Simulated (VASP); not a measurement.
# Be4Se3 (F-43m) in VASP: further runs

Runs on Be4Se3. Level: PBE. Tasks: single point, relaxation of cell and atoms.

Everything below comes from runs of VASP 6.6.1. Logs are shortened: lines on timing, memory, paths and dates and some standing lists are left out, and cuts for length are marked.

## 1. The cell of the first run

The structure is cubic, space group F-43m (No. 216). The conventional cell has a = 7.753 Å, b = 7.753 Å, c = 7.753 Å, α = 90.00°, β = 90.00°, γ = 90.00°. Be (site symmetry 3m) has 1 Se at 2.00 Å and 3 Be at 2.22 Å within 2.7 Å. Within 2.7 Å of Se (site symmetry -43m) lie 4 Be at 2.00 Å. Within 4.2 Å of Se (site symmetry -43m) lie 12 Be at 3.17 Å and 10 Se at 3.36 to 3.88 Å. Within 4.3 Å of Se (site symmetry -43m) lie 12 Be at 3.29 Å and 8 Se at 3.36 Å.

## 2. Single point, PBE

File INCAR:

```
PREC = Accurate
ENCUT = 520
EDIFF = 1E-6
ISMEAR = 0
SIGMA = 0.1
LREAL = F
LASPH = T
NELM = 100
ALGO = Normal
ISIF = 2
LWAVE = F
LCHARG = F
GGA = PE
NBANDS = 22
```

File KPOINTS:

```
regular mesh
0
Gamma
  4 4 4
```

File POSCAR:

```
Be4Se3
1.0
    0.0000000000      3.8767471500      3.8767471500
    3.8767471500      0.0000000000      3.8767471500
    3.8767471500      3.8767471500      0.0000000000
Be Se
4 3
Direct
    0.1010570800      0.1010570800      0.1010570800
    0.1010570800      0.1010570800      0.6968287700
    0.1010570800      0.6968287700      0.1010570800
    0.6968287700      0.1010570800      0.1010570800
    0.2500000000      0.2500000000      0.2500000000
    0.7500000000      0.7500000000      0.7500000000
    0.5000000000      0.5000000000      0.5000000000
```

Potentials or basis: VASP PAW PBE potentials, release 64 (Be, Se).

Run with:

```
$ cat potpaw_PBE.64/Be/POTCAR potpaw_PBE.64/Se/POTCAR > POTCAR
$ mpirun -np 1 vasp_std > vasp.out
```

OUTCAR:

```text
PREC = Accurate
   ENCUT = 520
   EDIFF = 1E-6
   ISMEAR = 0
   LREAL = F
   LASPH = T
   NELM = 100
   ISIF = 2
   GGA = PE

 ion  position               nearest neighbor table
   1  0.101  0.101  0.101-   5 2.00   3 2.22   4 2.22   2 2.22
   2  0.101  0.101  0.697-   5 2.00   3 2.22   4 2.22   1 2.22
   3  0.101  0.697  0.101-   5 2.00   2 2.22   4 2.22   1 2.22
   4  0.697  0.101  0.101-   5 2.00   2 2.22   3 2.22   1 2.22
   5  0.250  0.250  0.250-   1 2.00   2 2.00   3 2.00   4 2.00
   6  0.750  0.750  0.750-
   7  0.500  0.500  0.500-

  LATTYP: Found a face centered cubic cell.
 ALAT       =     7.7534943000

  Lattice vectors:

 A1 = (   0.0000000000,   3.8767471500,   3.8767471500)
 A2 = (   3.8767471500,   0.0000000000,   3.8767471500)
 A3 = (   3.8767471500,   3.8767471500,   0.0000000000)

Analysis of symmetry for initial positions (statically):
=====================================================================
 Subroutine PRICEL returns:
 Original cell was already a primitive cell.

 Routine SETGRP: Setting up the symmetry group for a
 face centered cubic supercell.

 Subroutine GETGRP returns: Found 24 space group operations
 (whereof 24 operations were pure point group operations)
 out of a pool of 48 trial point group operations.

The static configuration has the point symmetry T_d .

Analysis of symmetry for dynamics (positions and initial velocities):
=====================================================================
 Subroutine PRICEL returns:
 Original cell was already a primitive cell.

 Routine SETGRP: Setting up the symmetry group for a
 face centered cubic supercell.

 Subroutine GETGRP returns: Found 24 space group operations
 (whereof 24 operations were pure point group operations)
 out of a pool of 48 trial point group operations.

The dynamic configuration has the point symmetry T_d .

 Subroutine INISYM returns: Found 24 space group operations
 (whereof 24 operations are pure point group operations),
 and found     1 'primitive' translations

----------------------------------------------------------------------------------------

                                     Primitive cell

  volume of cell :     116.5286

  direct lattice vectors                    reciprocal lattice vectors
     0.000000000  3.876747150  3.876747150    -0.128974107  0.128974107  0.128974107
     3.876747150  0.000000000  3.876747150     0.128974107 -0.128974107  0.128974107
     3.876747150  3.876747150  0.000000000     0.128974107  0.128974107 -0.128974107

  length of vectors
     5.482548397  5.482548397  5.482548397     0.223389705  0.223389705  0.223389705

  position of ions in fractional coordinates (direct lattice)
     0.101057080  0.101057080  0.101057080
     0.101057080  0.101057080  0.696828770
     0.101057080  0.696828770  0.101057080
     0.696828770  0.101057080  0.101057080
     0.250000000  0.250000000  0.250000000
     0.750000000  0.750000000  0.750000000
     0.500000000  0.500000000  0.500000000

  ion indices of the primitive-cell ions
   primitive index   ion index
                 1           1
                 2           2
                 3           3
                 4           4
                 5           5
                 6           6
                 7           7

----------------------------------------------------------------------------------------

 KPOINTS: regular mesh

Automatic generation of k-mesh.
 Grid dimensions read from file:
 generate k-points for:    4    4    4

 Generating k-lattice:

  Cartesian coordinates                     Fractional coordinates (reciprocal lattice)
    -0.032243527  0.032243527  0.032243527     0.250000000  0.000000000  0.000000000
     0.032243527 -0.032243527  0.032243527     0.000000000  0.250000000  0.000000000
     0.032243527  0.032243527 -0.032243527     0.000000000  0.000000000  0.250000000

  Length of vectors
     0.055847426  0.055847426  0.055847426

  Shift w.r.t. Gamma in fractional coordinates (k-lattice)
     0.000000000  0.000000000  0.000000000

 Subroutine IBZKPT returns following result:
 ===========================================

 Found      8 irreducible k-points:

 Following reciprocal coordinates:
            Coordinates               Weight
  0.000000  0.000000  0.000000      1.000000
  0.250000  0.000000  0.000000      8.000000
  0.500000  0.000000  0.000000      4.000000
  0.250000  0.250000  0.000000      6.000000
  0.500000  0.250000  0.000000     24.000000
 -0.250000  0.250000  0.000000     12.000000
  0.500000  0.500000  0.000000      3.000000
 -0.250000  0.500000  0.250000      6.000000
   k-points           NKPTS =      8   k-points in BZ     NKDIM =      8   number of bands    NBANDS=     22
   number of dos      NEDOS =    301   number of ions     NIONS =      7
   total plane-waves  NPLWV =  74088
   dimension x,y,z NGX =    42 NGY =   42 NGZ =   42
   dimension x,y,z NGXF=    84 NGYF=   84 NGZF=   84
   ions per type =               4   3
   NGX,Y,Z   is equivalent  to a cutoff of  12.74, 12.74, 12.74 a.u.
   NGXF,Y,Z  is equivalent  to a cutoff of  25.47, 25.47, 25.47 a.u.
 SYSTEM =  unknown system
   PREC   = accura    normal or accurate (medium, high low for compatibility)
   ISTART =      0    job   : 0-new  1-cont  2-samecut
   ICHARG =      2    charge: 1-file 2-atom 10-const
   ISPIN  =      1    spin polarized calculation?
   LNONCOLLINEAR =      F non collinear calculations
   LSORBIT =      F    spin-orbit coupling
   LASPH  =      T    aspherical Exc in radial PAW
   ENCUT  =  520.0 eV  38.22 Ry    6.18 a.u.  10.19 10.19 10.19*2*pi/ulx,y,z
   NELM   =    100;   NELMIN=  2; NELMDL= -5     # of ELM steps
   EDIFF  = 0.1E-05   stopping-criterion for ELM
   LREAL  =      F    real-space projection
   EDIFFG = 0.1E-04   stopping-criterion for IOM
   NSW    =      0    number of steps for IOM
   IBRION =     -1    ionic relax: 0-MD 1-quasi-New 2-CG
   NFREE  =      0    steps in history (QN), initial steepest desc. (CG)
   ISIF   =      2    stress and relaxation
   ISYM   =      2    0-nonsym 1-usesym 2-fastsym
   POTIM  = 0.5000    time-step for ionic-motion
   TEBEG  =    0.0;   TEEND  =   0.0 temperature during run
   PSTRESS=    0.0 pullay stress
   NELECT =      26.0000    total number of electrons
   NUPDOWN=      -1.0000    fix difference up-down
   EMIN   =  10.00;   EMAX   =-10.00  energy-range for DOS
   EFERMI =   0.00;   METHOD = LEGACY
   ISMEAR =     0;   SIGMA  =   0.10  broadening in eV -4-tet -1-fermi 0-gaus
   EFERMI_NEDOS =   21; number of points for ismear=-14 and -15
   IALGO  =     38    algorithm
   IMIX   =      4    mixing-type and parameters
     AMIX     =   0.40;   BMIX     =  1.00
     AMIX_MAG =   1.60;   BMIX_MAG =  1.00
  volume/ion in A,a.u.               =      16.65       112.34
  Fermi-wavevector in a.u.,A,eV,Ry     =   0.992937  1.876379 13.414316  0.985924
  Thomas-Fermi vector in A             =   2.124784
   LORBIT       =      0    0 simple, 1 ext, 2 COOP (PROOUT), +10 PAW based schemes
   GGA     = PE    functional components
   LHFCALC =     F    Hartree Fock is set to
   AEXX    =    0.0000 exact exchange contribution
   IVDW    =     0    specifies the selected vdW correction
   LEPSILON=     F    determine dielectric tensor
   LRPA    =     F    only Hartree local field effects (RPA)
 non-spin polarized calculation
 Gauss-broadening in eV      SIGMA  =   0.10
  energy-cutoff  :      520.00
  volume of cell :      116.53
 maximum number of plane-waves:      3156
 NGX is ok and might be reduce to    42
   NGX = 21   NGY = 21   NGZ = 21

 number of electron      25.9999996 magnetization

 Free energy of the ion-electron system (eV)
  ---------------------------------------------------
  ext. energy  EPLUGINS =         0.00000000
  ---------------------------------------------------
  free energy    TOTEN  =       -22.29667574 eV

  energy without entropy =      -22.28317914  energy(sigma->0) =      -22.28992744

 E-fermi :   4.0979     XC(G=0):  -9.5664

 val. band max:        4.0475084950   @ k =   0.5000   0.5000   0.0000
 cond. band min:       4.1155216175   @ k =   0.2500   0.2500   0.0000
 fundamental gap:      0.0680131225
 Fermi energy:         4.0978660336

 k-point     1 :       0.0000    0.0000    0.0000
  band No.  band energies     occupation
      1     -11.0810      2.00000
      2      -8.5989      2.00000
      3      -7.0622      2.00000
      4      -1.5072      2.00000
      5      -1.5072      2.00000
      6      -1.5072      2.00000
[... 14 lines left out ...]
     21      12.1487      0.00000
     22      12.1706      0.00000

 k-point     2 :       0.2500    0.0000    0.0000
  band No.  band energies     occupation
      1     -10.9774      2.00000
      2      -8.6256      2.00000
      3      -7.2758      2.00000
      4      -2.0767      2.00000
      5      -1.5770      2.00000
      6      -1.5770      2.00000
[... 14 lines left out ...]
     21      10.0118      0.00000
     22      11.0093      0.00000

 k-point     3 :       0.5000    0.0000    0.0000
  band No.  band energies     occupation
      1     -10.8634      2.00000
      2      -8.6381      2.00000
      3      -7.5221      2.00000
      4      -2.4977      2.00000
      5      -1.6248      2.00000
      6      -1.6248      2.00000
[... 14 lines left out ...]
     21       9.0541      0.00000
     22      11.2086      0.00000

 k-point     4 :       0.2500    0.2500    0.0000
  band No.  band energies     occupation
      1     -10.9485      2.00000
      2      -8.5941      2.00000
      3      -7.3704      2.00000
      4      -2.0617      2.00000
      5      -1.9299      2.00000
      6      -1.9299      2.00000
[... 14 lines left out ...]
     21      10.1586      0.00000
     22      10.1586      0.00000

 k-point     5 :       0.5000    0.2500    0.0000
  band No.  band energies     occupation
      1     -10.8425      2.00000
      2      -8.5189      2.00000
      3      -7.6934      2.00000
      4      -2.7754      2.00000
      5      -1.9936      2.00000
      6      -1.5682      2.00000
[... 14 lines left out ...]
     21       9.1349      0.00000
     22       9.8572      0.00000

 k-point     6 :      -0.2500    0.2500    0.0000
  band No.  band energies     occupation
      1     -10.8734      2.00000
      2      -8.5799      2.00000
      3      -7.5634      2.00000
      4      -2.6648      2.00000
      5      -1.6657      2.00000
      6      -1.4953      2.00000
[... 14 lines left out ...]
     21       9.6035      0.00000
     22       9.8032      0.00000

 k-point     7 :       0.5000    0.5000    0.0000
  band No.  band energies     occupation
      1     -10.8193      2.00000
      2      -8.3659      2.00000
      3      -7.8938      2.00000
      4      -2.6749      2.00000
      5      -2.2532      2.00000
      6      -2.2532      2.00000
[... 14 lines left out ...]
     21       8.8517      0.00000
     22       8.8517      0.00000

 k-point     8 :      -0.2500    0.5000    0.2500
  band No.  band energies     occupation
      1     -10.8123      2.00000
      2      -8.3961      2.00000
      3      -7.8901      2.00000
      4      -3.0703      2.00000
      5      -1.7954      2.00000
      6      -1.5459      2.00000
[... 14 lines left out ...]
     21       9.1073      0.00000
     22       9.4256      0.00000

------------------------ aborting loop because EDIFF is reached ----------------------------------------

  FORCE on cell =-STRESS in cart. coord.  units (eV):
  Direction    XX          YY          ZZ          XY          YZ          ZX
  --------------------------------------------------------------------------------------
  -------------------------------------------------------------------------------------
  Total        1.2707931      1.2707931      1.2707931      0.0000000     -0.0000000      0.0000000
  in kB       17.4724180     17.4724180     17.4724180      0.0000000     -0.0000000      0.0000000
  external PRESSURE =      17.4724180 kB  Pullay stress =       0.0000000 kB

 VOLUME and BASIS-vectors are now :
 -----------------------------------------------------------------------------
  energy-cutoff  :      520.00
  volume of cell :      116.53
      direct lattice vectors                 reciprocal lattice vectors
     0.000000000  3.876747150  3.876747150    -0.128974107  0.128974107  0.128974107
     3.876747150  0.000000000  3.876747150     0.128974107 -0.128974107  0.128974107
     3.876747150  3.876747150  0.000000000     0.128974107  0.128974107 -0.128974107

 POSITION                                       TOTAL-FORCE (eV/Angst)
 -----------------------------------------------------------------------------------
      0.78355      0.78355      0.78355        -0.990409     -0.990409     -0.990409
      3.09320      3.09320      0.78355         0.990409      0.990409     -0.990409
      3.09320      0.78355      3.09320         0.990409     -0.990409      0.990409
      0.78355      3.09320      3.09320        -0.990409      0.990409      0.990409
      1.93837      1.93837      1.93837        -0.000000      0.000000     -0.000000
      5.81512      5.81512      5.81512        -0.000000      0.000000     -0.000000
      3.87675      3.87675      3.87675        -0.000000      0.000000     -0.000000
 -----------------------------------------------------------------------------------
    total drift:                                0.000001      0.000001      0.000001

  FREE ENERGIE OF THE ION-ELECTRON SYSTEM (eV)
  ---------------------------------------------------
  free  energy   TOTEN  =       -22.2966757385 eV

  energy  without entropy=      -22.2831791405  energy(sigma->0) =      -22.28992744
```

Wall time 20 s (1 thread of Intel Xeon Platinum 8488C (Sapphire Rapids), shared host); peak memory 0.24 GiB.

Results:

```yaml
Free_energy: -22.2967 eV
Pressure: 1.7 GPa
Largest_force: 1.715 eV/Å
Band_gap_on_the_k_mesh: 0.07 eV, indirect (least direct gap 0.90 eV)
```

Forces in eV/Å, atoms in the order of the input:
```
Be  -0.990 -0.990 -0.990
Be   0.990  0.990 -0.990
Be   0.990 -0.990  0.990
Be  -0.990  0.990  0.990
Se   0.000  0.000  0.000
Se   0.000  0.000  0.000
Se   0.000  0.000  0.000
```

Caveat: forces of over 1 eV/Å act on the atoms, so gaps and moduli don't describe the material at rest.

## 3. Single point, PBE

This run uses another cell than the first one, of 16.71 Å³/atom, 1.004 times its volume.

File INCAR:

```
SYSTEM = Be4Se3
  ALGO = Normal
  EDIFF = 1E-6
  ENCUT = 520
  GGA = PE
  ISIF = 2
  ISMEAR = 0
  LASPH = .TRUE.
  LCHARG = .TRUE.
  LELF = .TRUE.
  LREAL = .FALSE.
  LVHAR = .TRUE.
  LWAVE = .FALSE.
  NBANDS = 22
  NELM = 80
  PREC = Accurate
  SIGMA = 0.1
```

File KPOINTS:

```
k-points
0
G
  4 4 4
  0 0 0
```

File POSCAR:

```
Be4Se3
1.0
    0.0000000000      3.8818586422      3.8818586422
    3.8818586422      0.0000000000      3.8818586422
    3.8818586422      3.8818586422      0.0000000000
Be Se
4 3
Direct
    0.0965351784      0.0965351784      0.0965351784
    0.0965351784      0.0965351784      0.7103944648
    0.0965351784      0.7103944648      0.0965351784
    0.7103944648      0.0965351784      0.0965351784
    0.2500000000      0.2500000000      0.2500000000
    0.7500000000      0.7500000000      0.7500000000
    0.5000000000      0.5000000000      0.5000000000
```

Potentials or basis: VASP PAW PBE potentials, release 64 (Be, Se).

Run with:

```
$ cat potpaw_PBE.64/Be/POTCAR potpaw_PBE.64/Se/POTCAR > POTCAR
$ mpirun -np 1 vasp_std > vasp.out
```

Run time: 22 s. Hardware: 1 thread of Intel Xeon Platinum 8488C (Sapphire Rapids), shared host; peak memory 0.24 GiB.

Results (log left out):

```yaml
Free_energy: -22.5108 eV
Pressure: 0.2 GPa
Largest_force: 0.028 eV/Å
Band_gap_on_the_k_mesh: zero (band 13 reaches 3.92 eV, above the bottom of band 14 at 3.91 eV)
```

Forces in eV/Å, atoms in the order of the input:
```
Be  -0.016 -0.016 -0.016
Be   0.016  0.016 -0.016
Be   0.016 -0.016  0.016
Be  -0.016  0.016  0.016
Se   0.000  0.000  0.000
Se   0.000  0.000  0.000
Se   0.000  0.000  0.000
```

Levels at points of the mesh, in eV from the Fermi level:
| k point | band 10 | band 11 | band 12 | band 13 | band 14 | band 15 | band 16 | band 17 |
| --- | --- | --- | --- | --- | --- | --- | --- | --- |
| (0.00, 0.00, 0.00) | -2.66 | -2.54 | -2.54 | -2.54 | 0.70 | 0.70 | 2.05 | 2.05 |
| (0.50, 0.00, 0.00) | -2.37 | -1.00 | -1.00 | -0.27 | 0.81 | 0.81 | 1.33 | 3.72 |
| (0.50, 0.50, 0.00) | -2.34 | -1.03 | -0.02 | -0.02 | 0.95 | 1.61 | 1.61 | 1.99 |

## 4. Relaxation of cell and atoms, PBE

File INCAR:

```
PREC = Accurate ; ENCUT = 600
EDIFF = 1E-7 ; ISMEAR = 0
SIGMA = 0.1 ; LREAL = False
LASPH = True ; NELM = 80
ALGO = Normal ; ISIF = 3
LWAVE = False ; LCHARG = False
GGA = PE ; IBRION = 2
NSW = 90 ; EDIFFG = -0.04
```

File KPOINTS:

```
Automatic mesh
0
Gamma
  4 4 4
```

File POSCAR:

```
Be4Se3
1.0
    0.0000000000      3.8767471500      3.8767471500
    3.8767471500      0.0000000000      3.8767471500
    3.8767471500      3.8767471500      0.0000000000
Be Se
4 3
Direct
    0.1010570800      0.1010570800      0.1010570800
    0.1010570800      0.1010570800      0.6968287700
    0.1010570800      0.6968287700      0.1010570800
    0.6968287700      0.1010570800      0.1010570800
    0.2500000000      0.2500000000      0.2500000000
    0.7500000000      0.7500000000      0.7500000000
    0.5000000000      0.5000000000      0.5000000000
```

Run with:

```
$ cat potpaw_PBE.64/Be/POTCAR potpaw_PBE.64/Se/POTCAR > POTCAR
$ mpirun -np 1 vasp_std > vasp.out
```

It took 80 s on 1 thread of Intel Xeon Platinum 8488C (Sapphire Rapids), shared host; peak memory 0.33 GiB.

It converged, with:

| Quantity | Value |
| --- | --- |
| Free energy | -22.5112 eV |
| Relaxed volume | 16.79 Å³/atom |
| Relaxed cell | a = 5.499 Å, b = 5.499 Å, c = 5.499 Å, α = 60.00°, β = 60.00°, γ = 60.00° |
| Space group after relaxing (to 0.05 Å) | F-43m (No. 216) |
| Energy gained by relaxing | 30.6 meV/atom |
| Ionic steps | 5 |
| Pressure after relaxing | -0.1 GPa |
| Largest force after relaxing | 0.021 eV/Å |
| Band gap on the k mesh | zero (band 13 reaches 3.88 eV, above the bottom of band 14 at 3.87 eV) |

Forces in eV/Å, atoms in the order of the input:
```
Be  -0.012 -0.012 -0.012
Be   0.012  0.012 -0.012
Be   0.012 -0.012  0.012
Be  -0.012  0.012  0.012
Se   0.000  0.000  0.000
Se   0.000  0.000  0.000
Se   0.000  0.000  0.000
```

Step by step:
```csv
step,energy change (eV),largest force (eV/Å),pressure (GPa),volume (Å³)
1,0.0000,1.7151,1.75,116.53
2,-0.1784,0.6087,-1.35,119.63
3,-0.2114,0.0371,-0.69,118.73
4,-0.2113,0.0694,-0.65,118.69
5,-0.2144,0.0214,-0.08,117.55
```

Final structure:
```
Be Se
1.0
     0.00000    3.88808    3.88808
     3.88808    0.00000    3.88808
     3.88808    3.88808    0.00000
Be Se
4 3
Direct
  0.09655 0.09655 0.09655
  0.09655 0.09655 0.71036
  0.09655 0.71036 0.09655
  0.71036 0.09655 0.09655
  0.25000 0.25000 0.25000
  0.75000 0.75000 0.75000
  0.50000 0.50000 0.50000
```

Levels at points of the mesh, in eV from the Fermi level:
```
           k point  band 11  band 12  band 13  band 14  band 15  band 16
(0.00, 0.00, 0.00)    -2.53    -2.53    -2.53     0.71     0.71     2.04
(0.50, 0.00, 0.00)    -0.99    -0.99    -0.27     0.81     0.81     1.32
(0.50, 0.50, 0.00)    -1.03    -0.02    -0.02     0.95     1.60     1.60
```

(Continued in part 2 of 2.)
